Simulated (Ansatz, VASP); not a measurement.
# Re: VASP beside Ansatz

```
Re
1.0
     2.62014    0.00000    0.00000
    -1.31007    2.26911    0.00000
     0.00000    0.00000    4.18956
Re
2
Direct
  0.33333 0.66667 0.25000
  0.66667 0.33333 0.75000
```

Change from the starting cell: volume scaled by 1.02, PAW files.

Alike in both runs: task electric field gradients; functional LDA; k mesh 14 × 14 × 8; occupations fermi-dirac, width 0.05 eV; no spin polarisation.

```csv
,VASP,Ansatz
version,VASP 6.6.1,Ansatz 0.2.0
potentials or method,"VASP PAW LDA potentials, release 64 (Re)","PAW with Ansatz's default frozen-core files, scalar-relativistic"
plane-wave cutoff (eV),520,420
valence electrons in the cell,14,30
```

Ansatz gave:

```
pressure (GPa)                                                : 77.0
traceless stress, the component that is largest in VASP (GPa) : 4.40
size of Vzz on the site where it differs most (V/Å²)          : 82.8
```

Task: What did VASP give for the same quantities?

Result: Pressure (GPa): 81.6; traceless stress, the component that is largest in VASP (GPa): 4.27; size of Vzz on the site where it differs most (V/Å²): 101.9.

LDA's correlation is that of Perdew and Zunger in VASP and of Perdew and Wang (1992) in Ansatz. Both programs put the cell under a high pressure, so it lies far from rest at this level. VASP's potentials hold 14 valence electrons a cell and Ansatz's 30, so a difference there can come from the potentials and not from the codes.

Spin-orbit coupling is off throughout. Noted on VASP's run: the cell as given lies far from equilibrium.
